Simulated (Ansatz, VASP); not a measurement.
**Ge in VASP and in Ansatz**

```
Ge
1.0
     0.00000    2.88366    2.88366
     2.88366    0.00000    2.88366
     2.88366    2.88366    0.00000
Ge
2
Direct
  0.50000 0.50000 0.50000
  0.75000 0.75000 0.75000
```

Alike in both runs: task single point; functional PBE; k mesh 6 × 6 × 6; occupations gaussian, width 0.05 eV; no spin polarisation.

|  | VASP | Ansatz |
| --- | --- | --- |
| version | VASP 6.6.1 | Ansatz 0.2.0 |
| potentials or method | VASP PAW PBE potentials, release 64 (Ge_d), cutoff 520 eV | scalar-relativistic, plane waves, PAW |
| valence electrons in the cell | 28 | 28 |

```csv
,VASP,Ansatz,Ansatz less VASP
pressure (GPa),-0.1,-0.1,+0.05
```
